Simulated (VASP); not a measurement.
# Au in VASP: notebook

Runs on Au. Level: PBE. Tasks: single point.

Everything below comes from runs of VASP 6.6.1. Logs are shortened: lines on timing, memory, paths and dates and some standing lists are left out, and cuts for length are marked.

## 1. The cell of the first run

Symmetry: I4/mmm, No. 139, tetragonal system. The conventional cell has a = 2.980 Å, b = 2.980 Å, c = 4.091 Å, α = 90.00°, β = 90.00°, γ = 90.00°. Au (site symmetry 4/mmm) has 12 Au at 2.94 to 2.98 Å within 3.9 Å.

## 2. Single point, PBE (strain +0.030 along x and y, +0.000 along z)

INCAR reads:

```
SYSTEM = Au
PREC     = Accurate       ! precision mode
ENCUT    = 520            ! plane-wave cutoff, eV
EDIFF    = 1E-6           ! SCF threshold, eV
ISMEAR   = 0              ! smearing method
SIGMA    = 0.15           ! smearing width, eV
LREAL    = .False.        ! projectors in reciprocal space
LASPH    = .True.         ! aspherical terms in the spheres
NELM     = 80             ! most SCF steps
ALGO     = Fast           ! electronic algorithm
ISIF     = 2              ! what is computed and relaxed
LWAVE    = .False.        ! write WAVECAR
LCHARG   = .False.        ! write CHGCAR
GGA      = PE             ! functional
NBANDS   = 12             ! bands
```

KPOINTS reads:

```
regular mesh
0
Gamma
  20 20 20
  0 0 0
```

POSCAR reads:

```
Au
1.0
    0.0000000000      2.1068650000      2.0455000000
    2.1068650000      0.0000000000      2.0455000000
    2.1068650000      2.1068650000      0.0000000000
Au
1
Direct
    0.0000000000      0.0000000000      0.0000000000
```

Potentials or basis: VASP PAW PBE potentials, release 64 (Au).

Started as:

```sh
> cat potpaw_PBE.64/Au/POTCAR > POTCAR
> mpirun -np 1 vasp_std > vasp.out
```

OUTCAR:

```text
SYSTEM = Au
   PREC = Accurate
   ENCUT = 520
   EDIFF = 1E-6
   ISMEAR = 0
   LREAL = .False.
   LASPH = .True.
   NELM = 80
   ISIF = 2
   GGA = PE

 ion  position               nearest neighbor table
   1  0.000  0.000  0.000-

  LATTYP: Found a body centered tetragonal cell.
 ALAT       =     2.9795570571
 C/A-ratio  =     1.3730228761

  Lattice vectors:

 A1 = (   0.0000000000,  -2.1068650000,  -2.0455000000)
 A2 = (   0.0000000000,   2.1068650000,  -2.0455000000)
 A3 = (   2.1068650000,   0.0000000000,   2.0455000000)

Analysis of symmetry for initial positions (statically):
=====================================================================
 Subroutine PRICEL returns:
 Original cell was already a primitive cell.

 Routine SETGRP: Setting up the symmetry group for a
 body centered tetragonal supercell.

 Subroutine GETGRP returns: Found 16 space group operations
 (whereof 16 operations were pure point group operations)
 out of a pool of 16 trial point group operations.

The static configuration has the point symmetry D_4h.

Analysis of symmetry for dynamics (positions and initial velocities):
=====================================================================
 Subroutine PRICEL returns:
 Original cell was already a primitive cell.

 Routine SETGRP: Setting up the symmetry group for a
 body centered tetragonal supercell.

 Subroutine GETGRP returns: Found 16 space group operations
 (whereof 16 operations were pure point group operations)
 out of a pool of 16 trial point group operations.

The dynamic configuration has the point symmetry D_4h.

 Subroutine INISYM returns: Found 16 space group operations
 (whereof 16 operations are pure point group operations),
 and found     1 'primitive' translations

----------------------------------------------------------------------------------------

                                     Primitive cell

  volume of cell :      18.1595

  direct lattice vectors                    reciprocal lattice vectors
     0.000000000  2.106865000  2.045500000    -0.237319430  0.237319430  0.244439012
     2.106865000  0.000000000  2.045500000     0.237319430 -0.237319430  0.244439012
     2.106865000  2.106865000  0.000000000     0.237319430  0.237319430 -0.244439012

  length of vectors
     2.936486060  2.936486060  2.979557057     0.415200499  0.415200499  0.415200499

  position of ions in fractional coordinates (direct lattice)
     0.000000000  0.000000000  0.000000000

[... 83 lines left out ...]
   POTIM  = 0.5000    time-step for ionic-motion
   TEBEG  =    0.0;   TEEND  =   0.0 temperature during run
   PSTRESS=    0.0 pullay stress
   NELECT =      11.0000    total number of electrons
   NUPDOWN=      -1.0000    fix difference up-down
   EMIN   =  10.00;   EMAX   =-10.00  energy-range for DOS
   EFERMI =   0.00;   METHOD = LEGACY
   ISMEAR =     0;   SIGMA  =   0.15  broadening in eV -4-tet -1-fermi 0-gaus
   EFERMI_NEDOS =   21; number of points for ismear=-14 and -15
   IALGO  =     68    algorithm
   IMIX   =      4    mixing-type and parameters
     AMIX     =   0.40;   BMIX     =  1.00
     AMIX_MAG =   1.60;   BMIX_MAG =  1.00
  volume/ion in A,a.u.               =      18.16       122.55
  Fermi-wavevector in a.u.,A,eV,Ry     =   1.385175  2.617602 26.105645  1.918711
  Thomas-Fermi vector in A             =   2.509610
   LORBIT       =      0    0 simple, 1 ext, 2 COOP (PROOUT), +10 PAW based schemes
   GGA     = PE    functional components
   LHFCALC =     F    Hartree Fock is set to
   AEXX    =    0.0000 exact exchange contribution
   IVDW    =     0    specifies the selected vdW correction
   LEPSILON=     F    determine dielectric tensor
   LRPA    =     F    only Hartree local field effects (RPA)
 non-spin polarized calculation
 RMM-DIIS sequential band-by-band and
 Gauss-broadening in eV      SIGMA  =   0.15
  energy-cutoff  :      520.00
  volume of cell :       18.16
 maximum number of plane-waves:       517
 NGX is ok and might be reduce to    24
   NGX = 11   NGY = 11   NGZ = 11

 number of electron      11.0000001 magnetization

 Free energy of the ion-electron system (eV)
  ---------------------------------------------------
  ext. energy  EPLUGINS =         0.00000000
  ---------------------------------------------------
  free energy    TOTEN  =        -3.22140922 eV

  energy without entropy =       -3.21866691  energy(sigma->0) =       -3.22003806

 E-fermi :   8.4312     XC(G=0): -12.3388

 val. band max:        8.4296271205   @ k =   0.5000   0.1500   0.3500
 cond. band min:       8.4369950234   @ k =   0.4500   0.3500   0.0000
 fundamental gap:      0.0073679029
 Fermi energy:         8.4311587290

 k-point     1 :       0.0000    0.0000    0.0000
  band No.  band energies     occupation
      1      -0.7514      2.00000
      2       4.0108      2.00000
      3       4.0108      2.00000
      4       4.2421      2.00000
      5       5.3089      2.00000
      6       5.5596      2.00000
      7      23.0535      0.00000
      8      26.5335      0.00000
      9      26.5335      0.00000
     10      26.9603      0.00000
     11      31.3964      0.00000
     12      35.0143      0.00000
[... 331 lines left out ...]
 k-point    24 :      -0.3500    0.0500    0.0000
  band No.  band energies     occupation
      1       1.6988      2.00000
      2       4.0964      2.00000
      3       4.2560      2.00000
      4       5.1648      2.00000
      5       6.0412      2.00000
      6       6.4834      2.00000
      7      14.7898      0.00000
      8      23.0800      0.00000
      9      25.3234      0.00000
     10      26.3339      0.00000
     11      31.0171      0.00000
     12      31.4906      0.00000

 [... further k-points ...]

------------------------ aborting loop because EDIFF is reached ----------------------------------------

  FORCE on cell =-STRESS in cart. coord.  units (eV):
  Direction    XX          YY          ZZ          XY          YZ          ZX
  --------------------------------------------------------------------------------------
  -------------------------------------------------------------------------------------
  Total       -0.1997089     -0.1997089     -0.1211277      0.0000000      0.0000000     -0.0000000
  in kB      -17.6199689    -17.6199689    -10.6868878      0.0000000      0.0000000     -0.0000000
  external PRESSURE =     -15.3089419 kB  Pullay stress =       0.0000000 kB

 VOLUME and BASIS-vectors are now :
 -----------------------------------------------------------------------------
  energy-cutoff  :      520.00
  volume of cell :       18.16
      direct lattice vectors                 reciprocal lattice vectors
     0.000000000  2.106865000  2.045500000    -0.237319430  0.237319430  0.244439012
     2.106865000  0.000000000  2.045500000     0.237319430 -0.237319430  0.244439012
     2.106865000  2.106865000  0.000000000     0.237319430  0.237319430 -0.244439012

 POSITION                                       TOTAL-FORCE (eV/Angst)
 -----------------------------------------------------------------------------------
      0.00000      0.00000      0.00000        -0.000000      0.000000      0.000000
 -----------------------------------------------------------------------------------
    total drift:                               -0.000000      0.000000     -0.000000

  FREE ENERGIE OF THE ION-ELECTRON SYSTEM (eV)
  ---------------------------------------------------
  free  energy   TOTEN  =        -3.2214092170 eV

  energy  without entropy=       -3.2186669112  energy(sigma->0) =       -3.22003806
```

OSZICAR:

```text
N       E                     dE             d eps       ncg     rms          rms(c)
DAV:   1     0.488926285025E+02    0.48893E+02   -0.55225E+03 15976   0.808E+02
DAV:   2    -0.279847262095E+01   -0.51691E+02   -0.48491E+02 17872   0.183E+02
DAV:   3    -0.348020563720E+01   -0.68173E+00   -0.68105E+00 18572   0.205E+01
DAV:   4    -0.348259884201E+01   -0.23932E-02   -0.23931E-02 18372   0.140E+00
DAV:   5    -0.348261766937E+01   -0.18827E-04   -0.18826E-04 18888   0.119E-01    0.770E+00
RMM:   6    -0.323735482340E+01    0.24526E+00   -0.30818E-01 15457   0.460E+00    0.502E+00
RMM:   7    -0.322308953716E+01    0.14265E-01   -0.31962E-02 16483   0.168E+00    0.261E+00
RMM:   8    -0.322144455346E+01    0.16450E-02   -0.25983E-03 17084   0.423E-01    0.323E-01
RMM:   9    -0.322140356085E+01    0.40993E-04   -0.36169E-04 17889   0.163E-01    0.106E-01
RMM:  10    -0.322140767012E+01   -0.41093E-05   -0.53780E-05 17699   0.550E-02    0.477E-02
RMM:  11    -0.322140911027E+01   -0.14402E-05   -0.11930E-05 16461   0.221E-02    0.977E-03
RMM:  12    -0.322140921703E+01   -0.10676E-06   -0.10243E-06 14051   0.637E-03
   1 F= -.32214092E+01 E0= -.32200381E+01  d E =-.274231E-02
```

It took 2.4 min on 1 thread of Intel Xeon 8259CL, shared host; peak memory 0.26 GiB.

What came out:

```
Free energy            : -3.2214 eV
Pressure               : -1.5 GPa
Band gap on the k mesh : zero (an odd number of electrons rules out a gap without spin polarisation)
```

Levels at points of the mesh, in eV from the Fermi level:
```tsv
k point	band 2	band 3	band 4	band 5	band 6	band 7	band 8	band 9	band 10	band 11
(0.00, 0.00, 0.00)	-4.42	-4.42	-4.19	-3.12	-2.87	14.62	18.10	18.10	18.53	22.97
(0.50, 0.00, 0.00)	-4.49	-4.26	-1.98	-1.86	-0.64	2.77	14.00	16.35	17.05	23.72
(0.50, 0.50, 0.00)	-6.19	-1.97	-1.62	-1.62	1.55	5.73	9.51	9.51	16.25	18.67
(0.50, 0.00, 0.50)	-6.19	-1.97	-1.73	-1.55	1.06	5.08	10.00	10.04	16.72	19.14
```

Caveat: the cell differs from its parent crystal (strain +0.030 along x and y, +0.000 along z); spin-orbit coupling is left out, which moves the levels of the heavy elements.

(Part 1 of 2 ends here.)
